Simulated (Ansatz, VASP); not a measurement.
**Sn: VASP beside Ansatz**

```
Sn
1.0
    -2.86664    2.86664    1.59930
     2.86664   -2.86664    1.59930
     2.86664    2.86664   -1.59930
Sn
2
Direct
  0.75000 0.25000 0.50000
  0.00000 0.00000 0.00000
```

Change from the starting cell: strain -0.025 along x and y, +0.000 along z, atoms carried along.

Alike in both runs: task single point; functional r2SCAN; k mesh 16 × 16 × 16; occupations gaussian, width 0.15 eV; no spin polarisation.

|  | VASP | Ansatz |
| --- | --- | --- |
| version | VASP 6.6.1 | Ansatz 0.2.0 |
| potentials or method | VASP PAW PBE potentials, release 64 (Sn_d), cutoff 520 eV | scalar-relativistic, plane waves, PAW |
| valence electrons in the cell | 28 | 28 |

|  | VASP | Ansatz | Ansatz less VASP |
| --- | --- | --- | --- |
| gap on the k mesh at the Fermi level (eV) | none | none | - |
| pressure (GPa) | 3.0 | 3.0 | +0.01 |
| traceless stress, the component that is largest in VASP (GPa) | -1.55 | -1.55 | +0.002 |

VASP's potentials were made for PBE, not for r2SCAN. A gap of «none» marks a metal or a gap that the smearing closes.
